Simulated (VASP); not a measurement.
# InP in VASP: single point with PBEsol

Aim: the single point of InP with PBEsol.

Everything below comes from runs of VASP 6.6.1. Logs are shortened: lines on timing, memory, paths and dates and some standing lists are left out, and cuts for length are marked.

**1. The cell of the first run**

The cell holds a slab with vacuum, 8 atoms: a = 3.860 Å, b = 5.459 Å, c = 22.790 Å, α = 90.00°, β = 90.00°, γ = 90.00°.

**2. Single point, PBEsol**

INCAR

```
PREC     = Accurate       # precision mode
ENCUT    = 520            # plane-wave cutoff, eV
EDIFF    = 1E-6           # SCF threshold, eV
ISMEAR   = 0              # smearing method
SIGMA    = 0.1            # smearing width, eV
LREAL    = False          # projectors in reciprocal space
LASPH    = True           # aspherical terms in the spheres
NELM     = 60             # most SCF steps
ALGO     = Normal         # electronic algorithm
ISIF     = 2              # what is computed and relaxed
LWAVE    = False          # write WAVECAR
LCHARG   = False          # write CHGCAR
LDIPOL   = True         
IDIPOL   = 3            
DIPOL    = 0.5 0.5 0.501
GGA      = PS             # functional
NBANDS   = 46             # bands
```

KPOINTS

```
Automatic mesh
0
Gamma
  8 6 1
```

POSCAR

```
InP
1.0
    3.8601906174      0.0000000000      0.0000000000
    0.0000000000      5.4591339245      0.0000000000
    0.0000000000      0.0000000000     22.7902859261
In P
4 4
Direct
    0.5000000000      0.5000000000      0.3729659219
    0.0000000000      0.0000000000      0.4576553073
    0.5000000000      0.5000000000      0.5506468617
    0.0000000000      0.0000000000      0.6230896151
    0.5000000000      0.0000000000      0.3729659219
    0.0000000000      0.5000000000      0.4576553073
    0.5000000000      0.0000000000      0.5447114291
    0.0000000000      0.5000000000      0.6285007032
```

Potentials or basis: VASP PAW PBE potentials, release 64 (In_d, P).

On the command line:

```bash
> cat potpaw_PBE.64/In_d/POTCAR potpaw_PBE.64/P/POTCAR > POTCAR
> mpirun -np 1 vasp_std > vasp.out
```

OUTCAR:

```text
PREC = Accurate
   ENCUT = 520
   EDIFF = 1E-6
   ISMEAR = 0
   LREAL = False
   LASPH = True
   NELM = 60
   ISIF = 2
   GGA = PS

 ion  position               nearest neighbor table
   1  0.500  0.500  0.373-   6 2.73   6 2.73   5 2.73   5 2.73   2 3.86   2 3.86   2 3.86   2 3.86

   2  0.000  0.000  0.458-   5 2.73   5 2.73   6 2.73   6 2.73   7 2.77   7 2.77   4 3.77   1 3.86
                             1 3.86   1 3.86   1 3.86   3 3.96   3 3.96   3 3.96   3 3.96
   3  0.500  0.500  0.551-   8 2.62   8 2.62   7 2.73   7 2.73   6 2.87   6 2.87   4 3.73   4 3.73
                             4 3.73   4 3.73   2 3.96   2 3.96   2 3.96   2 3.96
   4  0.000  0.000  0.623-   7 2.63   7 2.63   8 2.73   8 2.73   3 3.73   3 3.73   3 3.73   3 3.73
                             2 3.77
   5  0.500  0.000  0.373-   2 2.73   2 2.73   1 2.73   1 2.73
   6  0.000  0.500  0.458-   1 2.73   1 2.73   2 2.73   2 2.73   3 2.87   3 2.87
   7  0.500  0.000  0.545-   4 2.63   4 2.63   3 2.73   3 2.73   2 2.77   2 2.77
   8  0.000  0.500  0.629-   3 2.62   3 2.62   4 2.73   4 2.73

  LATTYP: Found a simple orthorhombic cell.
 ALAT       =     3.8601906174
 B/A-ratio  =     1.4142135624
 C/A-ratio  =     5.9039275997

  Lattice vectors:

 A1 = (   3.8601906174,   0.0000000000,   0.0000000000)
 A2 = (   0.0000000000,   5.4591339245,   0.0000000000)
 A3 = (   0.0000000000,   0.0000000000,  22.7902859261)

Analysis of symmetry for initial positions (statically):
=====================================================================
 Subroutine PRICEL returns:
 Original cell was already a primitive cell.

 Routine SETGRP: Setting up the symmetry group for a
 simple orthorhombic supercell.

 Subroutine GETGRP returns: Found  4 space group operations
 (whereof  4 operations were pure point group operations)
 out of a pool of  8 trial point group operations.

The static configuration has the point symmetry C_2v.

Analysis of symmetry for dynamics (positions and initial velocities):
=====================================================================
 Subroutine PRICEL returns:
 Original cell was already a primitive cell.

 Routine SETGRP: Setting up the symmetry group for a
 simple orthorhombic supercell.

 Subroutine GETGRP returns: Found  4 space group operations
 (whereof  4 operations were pure point group operations)
 out of a pool of  8 trial point group operations.

The dynamic configuration has the point symmetry C_2v.

 Subroutine INISYM returns: Found  4 space group operations
 (whereof  4 operations are pure point group operations),
 and found     1 'primitive' translations

----------------------------------------------------------------------------------------

                                     Primitive cell

  volume of cell :     480.2665

  direct lattice vectors                    reciprocal lattice vectors
     3.860190617  0.000000000  0.000000000     0.259054565  0.000000000  0.000000000
     0.000000000  5.459133924  0.000000000     0.000000000  0.183179239  0.000000000
     0.000000000  0.000000000 22.790285926     0.000000000  0.000000000  0.043878344

  length of vectors
     3.860190617  5.459133924 22.790285926     0.259054565  0.183179239  0.043878344

  position of ions in fractional coordinates (direct lattice)
     0.500000000  0.500000000  0.372965922
     0.000000000  0.000000000  0.457655307
     0.500000000  0.500000000  0.550646862
     0.000000000  0.000000000  0.623089615
     0.500000000  0.000000000  0.372965922
     0.000000000  0.500000000  0.457655307
     0.500000000  0.000000000  0.544711429
     0.000000000  0.500000000  0.628500703

  ion indices of the primitive-cell ions
   primitive index   ion index
                 1           1
                 2           2
                 3           3
                 4           4
                 5           5
                 6           6
                 7           7
                 8           8

----------------------------------------------------------------------------------------

 KPOINTS: Automatic mesh

Automatic generation of k-mesh.
 Grid dimensions read from file:
 generate k-points for:    8    6    1

 Generating k-lattice:

  Cartesian coordinates                     Fractional coordinates (reciprocal lattice)
     0.032381821  0.000000000  0.000000000     0.125000000  0.000000000  0.000000000
     0.000000000  0.030529873  0.000000000     0.000000000  0.166666667  0.000000000
     0.000000000  0.000000000  0.043878344     0.000000000  0.000000000  1.000000000

  Length of vectors
     0.032381821  0.030529873  0.043878344

  Shift w.r.t. Gamma in fractional coordinates (k-lattice)
     0.000000000  0.000000000  0.000000000

 Subroutine IBZKPT returns following result:
 ===========================================

 Found     20 irreducible k-points:

 Following reciprocal coordinates:
            Coordinates               Weight
  0.000000  0.000000  0.000000      1.000000
  0.125000  0.000000  0.000000      2.000000
  0.250000  0.000000  0.000000      2.000000
  0.375000  0.000000  0.000000      2.000000
  0.500000  0.000000  0.000000      1.000000
  0.000000  0.166667  0.000000      2.000000
[... 12 lines left out ...]
  0.375000  0.500000  0.000000      2.000000
  0.500000  0.500000  0.000000      1.000000
   k-points           NKPTS =     20   k-points in BZ     NKDIM =     20   number of bands    NBANDS=     46
   number of dos      NEDOS =    301   number of ions     NIONS =      8
   total plane-waves  NPLWV = 226800
   dimension x,y,z NGX =    30 NGY =   42 NGZ =  180
   dimension x,y,z NGXF=    60 NGYF=   84 NGZF=  360
   ions per type =               4   4
   NGX,Y,Z   is equivalent  to a cutoff of  12.92, 12.79, 13.13 a.u.
   NGXF,Y,Z  is equivalent  to a cutoff of  25.84, 25.58, 26.26 a.u.
 SYSTEM =  unknown system
   PREC   = accura    normal or accurate (medium, high low for compatibility)
   ISTART =      0    job   : 0-new  1-cont  2-samecut
   ICHARG =      2    charge: 1-file 2-atom 10-const
   ISPIN  =      1    spin polarized calculation?
   LNONCOLLINEAR =      F non collinear calculations
   LSORBIT =      F    spin-orbit coupling
   LASPH  =      T    aspherical Exc in radial PAW
   ENCUT  =  520.0 eV  38.22 Ry    6.18 a.u.   7.18 10.15 42.37*2*pi/ulx,y,z
   NELM   =     60;   NELMIN=  2; NELMDL= -5     # of ELM steps
   EDIFF  = 0.1E-05   stopping-criterion for ELM
   LREAL  =      F    real-space projection
   EDIFFG = 0.1E-04   stopping-criterion for IOM
   NSW    =      0    number of steps for IOM
   IBRION =     -1    ionic relax: 0-MD 1-quasi-New 2-CG
   NFREE  =      0    steps in history (QN), initial steepest desc. (CG)
   ISIF   =      2    stress and relaxation
   ISYM   =      2    0-nonsym 1-usesym 2-fastsym
   POTIM  = 0.5000    time-step for ionic-motion
   TEBEG  =    0.0;   TEEND  =   0.0 temperature during run
   PSTRESS=    0.0 pullay stress
   NELECT =      72.0000    total number of electrons
   NUPDOWN=      -1.0000    fix difference up-down
   EMIN   =  10.00;   EMAX   =-10.00  energy-range for DOS
   EFERMI =   0.00;   METHOD = LEGACY
   ISMEAR =     0;   SIGMA  =   0.10  broadening in eV -4-tet -1-fermi 0-gaus
   EFERMI_NEDOS =   21; number of points for ismear=-14 and -15
   IALGO  =     38    algorithm
   IMIX   =      4    mixing-type and parameters
     AMIX     =   0.40;   BMIX     =  1.00
     AMIX_MAG =   1.60;   BMIX_MAG =  1.00
  volume/ion in A,a.u.               =      60.03       405.12
  Fermi-wavevector in a.u.,A,eV,Ry     =   0.869678  1.643452 10.290616  0.756339
  Thomas-Fermi vector in A             =   1.988534
   LORBIT       =      0    0 simple, 1 ext, 2 COOP (PROOUT), +10 PAW based schemes
   GGA     = PS    functional components
   LHFCALC =     F    Hartree Fock is set to
   AEXX    =    0.0000 exact exchange contribution
   IVDW    =     0    specifies the selected vdW correction
   LEPSILON=     F    determine dielectric tensor
   LRPA    =     F    only Hartree local field effects (RPA)
 non-spin polarized calculation
 Gauss-broadening in eV      SIGMA  =   0.10
  energy-cutoff  :      520.00
  volume of cell :      480.27
 maximum number of plane-waves:     12995
 NGX is ok and might be reduce to    30
   NGX = 15   NGY = 21   NGZ = 85

 dipolmoment           0.000000      0.000000     -0.010617 electrons x Angstroem

 number of electron      71.9999979 magnetization

 dipolmoment           0.000000      0.000000      0.005590 electrons x Angstroem

 Free energy of the ion-electron system (eV)
  ---------------------------------------------------
  ext. energy  EPLUGINS =         0.00000000
  ---------------------------------------------------
  free energy    TOTEN  =       -33.24056802 eV

  energy without entropy =      -33.22497344  energy(sigma->0) =      -33.23277073

 E-fermi :  -0.5535     XC(G=0):  -4.3718

 val. band max:       -0.5919740199   @ k =   0.1250   0.5000   0.0000
 cond. band min:      -0.4938482620   @ k =   0.0000   0.1667   0.0000
 fundamental gap:      0.0981257578
 Fermi energy:        -0.5534808278

 k-point     1 :       0.0000    0.0000    0.0000
  band No.  band energies     occupation
      1     -15.0266      2.00000
      2     -14.9147      2.00000
      3     -14.8835      2.00000
      4     -14.8624      2.00000
      5     -14.7868      2.00000
      6     -14.7793      2.00000
[... 38 lines left out ...]
     45       4.2363      0.00000
     46       4.4341      0.00000

 k-point     2 :       0.1250    0.0000    0.0000
  band No.  band energies     occupation
      1     -15.0257      2.00000
      2     -14.9152      2.00000
      3     -14.8989      2.00000
      4     -14.8506      2.00000
      5     -14.7949      2.00000
      6     -14.7878      2.00000
[... 874 lines left out ...]
 k-point    20 :       0.5000    0.5000    0.0000
  band No.  band energies     occupation
      1     -15.0215      2.00000
      2     -14.8833      2.00000
      3     -14.8711      2.00000
      4     -14.7925      2.00000
      5     -14.7916      2.00000
      6     -14.7834      2.00000
[... 38 lines left out ...]
     45       3.7890      0.00000
     46       3.8589      0.00000

------------------------ aborting loop because EDIFF is reached ----------------------------------------

 vacuum level on the upper side and lower side of the slab       (xc-potential included)        -0.142        -0.188

  FORCE on cell =-STRESS in cart. coord.  units (eV):
  Direction    XX          YY          ZZ          XY          YZ          ZX
  --------------------------------------------------------------------------------------
  -------------------------------------------------------------------------------------
  Total       -2.1344577     -5.7585650     -1.8910764      0.0000000      0.0000000      0.0000000
  in kB       -7.1205879    -19.2106730     -6.3086639      0.0000000      0.0000000      0.0000000
  external PRESSURE =     -10.8799750 kB  Pullay stress =       0.0000000 kB

 VOLUME and BASIS-vectors are now :
 -----------------------------------------------------------------------------
  energy-cutoff  :      520.00
  volume of cell :      480.27
      direct lattice vectors                 reciprocal lattice vectors
     3.860190617  0.000000000  0.000000000     0.259054565  0.000000000  0.000000000
     0.000000000  5.459133924  0.000000000     0.000000000  0.183179239  0.000000000
     0.000000000  0.000000000 22.790285926     0.000000000  0.000000000  0.043878344

 POSITION                                       TOTAL-FORCE (eV/Angst)
 -----------------------------------------------------------------------------------
      1.93010      2.72957      8.50000         0.000000      0.000000      0.620774
      0.00000      0.00000     10.43010         0.000000      0.000000     -0.774618
      1.93010      2.72957     12.54940         0.000000      0.000000      0.017923
      0.00000      0.00000     14.20039         0.000000      0.000000      0.003838
      1.93010      0.00000      8.50000         0.000000      0.000000      0.345604
      0.00000      2.72957     10.43010         0.000000      0.000000     -0.208172
      1.93010      0.00000     12.41413         0.000000      0.000000     -0.003132
      0.00000      2.72957     14.32371         0.000000      0.000000     -0.002217
 -----------------------------------------------------------------------------------
    total drift:                                0.000000      0.000000      0.001674

  FREE ENERGIE OF THE ION-ELECTRON SYSTEM (eV)
  ---------------------------------------------------
  free  energy   TOTEN  =       -33.2405680181 eV

  energy  without entropy=      -33.2249734433  energy(sigma->0) =      -33.23277073

 vacuum level on the upper side and lower side of the slab         3.990         3.943
```

It took 12 min on 1 thread of Intel Xeon Platinum 8488C (Sapphire Rapids), shared host; peak memory 0.69 GiB.

What came out:

* Free energy: -33.2406 eV
* Largest force: 0.775 eV/Å
* Band gap on the k mesh: zero (band 36 reaches -0.04 eV, above the bottom of band 37 at -1.59 eV)

Forces on the atoms (eV/Å):
```
In   0.000  0.000  0.621
In   0.000  0.000 -0.775
In   0.000  0.000  0.018
In   0.000  0.000  0.004
P    0.000  0.000  0.346
P    0.000  0.000 -0.208
P    0.000  0.000 -0.003
P    0.000  0.000 -0.002
```

Levels at points of the mesh, in eV from the Fermi level:
| k point | band 33 | band 34 | band 35 | band 36 | band 37 | band 38 | band 39 | band 40 |
| --- | --- | --- | --- | --- | --- | --- | --- | --- |
| (0.00, 0.00, 0.00) | -0.85 | -0.73 | -0.61 | 0.18 | 0.20 | 0.71 | 1.18 | 2.26 |
| (0.50, 0.00, 0.00) | -2.40 | -2.38 | -1.35 | -1.24 | -0.79 | -0.65 | 1.45 | 1.52 |
| (0.00, 0.50, 0.00) | -0.33 | -0.24 | 0.15 | 0.24 | 1.29 | 1.30 | 2.15 | 2.25 |
| (0.50, 0.50, 0.00) | -0.87 | -0.80 | -0.50 | -0.49 | 2.50 | 2.60 | 2.64 | 2.64 |

Caveat: the PAW data sets were made with another functional, which shifts forces and pressure a little; spin-orbit coupling is left out, which moves the levels of the heavy elements.
